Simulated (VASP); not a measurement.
A run of VASP 6.6.1 is set up as follows.

Contents of INCAR:

```
SYSTEM = SiNi3
PREC = Accurate
ENCUT = 520
EDIFF = 1E-7
ISMEAR = 0
SIGMA = 0.15
LREAL = .FALSE.
LASPH = .TRUE.
NELM = 100
ALGO = Fast
ISIF = 2
LWAVE = .FALSE.
LCHARG = .TRUE.
GGA = PE
LELF = .TRUE.
LVHAR = .TRUE.
NBANDS = 25
```

KPOINTS

```
regular mesh
0
G
  14 14 14
  0 0 0
```

POSCAR

```
SiNi3
1.0
    3.5062596409      0.0000000000      0.0000000000
    0.0000000000      3.5062596409      0.0000000000
    0.0000000000      0.0000000000      3.5062596409
Si Ni
1 3
Direct
    0.0000000000      0.0000000000      0.0000000000
    0.0000000000      0.3288774759      0.4144387379
    0.5000000000      0.0000000000      0.5000000000
    0.5000000000      0.5000000000      0.0000000000
```

Potentials or basis: VASP PAW PBE potentials, release 64 (Si, Ni).

Command:

```console
$ cat potpaw_PBE.64/Si/POTCAR potpaw_PBE.64/Ni/POTCAR > POTCAR
$ mpirun -np 1 vasp_std > vasp.out
```

(1) Predict the pressure.

(2) What does it give for the largest force?

Answers

(1) 30.3 GPa.

(2) 9.495 eV/Å.

Caveat: the cell differs from its parent crystal (atom 2 (Ni) moved by (-0.600, -0.300) A along y and z); the cell stands under pressure; forces of over 1 eV/Å act on the atoms, so gaps and moduli don't describe the material at rest.
